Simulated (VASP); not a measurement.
The system is SiC.

```xyz
2
Lattice="0.0000 2.1781 2.2676 2.1781 0.0000 2.2676 2.1781 2.1781 0.0000" Properties=species:S:1:pos:R:3 pbc="T T T"
Si    0.0000    0.0000    0.0000
C     1.0890    1.0890    1.1338
```

This cell differs from its parent crystal: uniaxial z strain +4.1%.

Base run:

```yaml
Program: VASP 6.6.1
Functional: r2SCAN
Potentials_or_basis: VASP PAW PBE potentials, release 64 (Si, C)
Cutoff: 520 eV
k_mesh: 10 × 10 × 10
Occupations: gaussian, width 0.01 eV
Spin: no spin polarisation
```

Its results: band gap on the k mesh 1.53 eV, indirect (least direct gap 4.97 eV); pressure -8.7 GPa.

Q: The run is repeated on the same cell with these changes: functional from r2SCAN to PBE; occupations from gaussian, width 0.01 eV to fermi-dirac, width 0.02 eV. What comes out?

A: Band gap on the k mesh 1.18 eV, indirect (least direct gap 4.46 eV); pressure -5.0 GPa.

Caveats: the PAW data sets were made with another functional, which shifts forces and pressure a little (some runs).

A k mesh can miss the band edges.
